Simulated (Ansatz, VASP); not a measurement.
## ZnO: VASP beside Ansatz

File INCAR:

```
ALGO = Normal
EDIFF = 1E-6
EDIFFG = -0.01
ENCUT = 600
GGA = CA
IBRION = 2
ISIF = 3
ISMEAR = 1
LASPH = T
LCHARG = F
LREAL = F
LWAVE = F
NELM = 60
NSW = 80
PREC = Accurate
SIGMA = 0.1
```

KPOINTS

```
k-points
0
Gamma
  12 12 4
```

POSCAR

```
ZnO
1.0
    3.2879671600      0.0000000000      0.0000000000
   -1.6439835800      2.8474630874      0.0000000000
    0.0000000000      0.0000000000      7.1304413500
Zn O
2 2
Direct
    0.0000000000      0.0000000000      0.7500000000
    0.0000000000      0.0000000000      0.2500000000
    0.3333333333      0.6666666667      0.2500000000
    0.6666666667      0.3333333333      0.7500000000
```

Input for Ansatz:

```yaml
crystal:
  lattice:
    a: 3.28796716
    b: 3.28796716
    c: 7.13044135
    alpha: 90.0
    beta: 90.0
    gamma: 120.0
  space_group: 194
  atoms:
    - { symbol: Zn, position: [0.0, 0.0, 0.75] }
    - { symbol: O, position: [0.3333333333333333, 0.6666666666666666, 0.25] }
basis:
  ecutwfc: 510.0
kpoints:
  mp_grid:
    grid: [12, 12, 4]
hamiltonian:
  xc: lda
scf:
  occupations:
    method: cold
relax:
  cell: {}
```

Alike in both runs: task relaxation of cell and atoms; functional LDA; k mesh 12 × 12 × 4; no spin polarisation.

```csv
,VASP,Ansatz
version,VASP 6.6.1,Ansatz 0.2.0
potentials or method,"VASP PAW LDA potentials, release 64 (Zn, O), cutoff 600 eV","plane waves, PAW"
occupations,"methfessel-paxton of order 1, width 0.1 eV",cold
valence electrons in the cell,36,36
```

Ansatz gave:

| Item | Value |
| --- | --- |
| relaxed volume (Å³/atom) | 12.99 |
| relaxed cell length with the largest relative difference (Å) | 3.203 |

Problem. Estimate VASP's values.

Solution. Relaxed volume (Å³/atom): 13.04; relaxed cell length with the largest relative difference (Å): 3.212.

LDA's correlation is that of Perdew and Zunger in VASP and of Perdew and Wang (1992) in Ansatz.

Noted on VASP's run: the volume moved by over 15 % at a fixed basis, so the end points are rough.
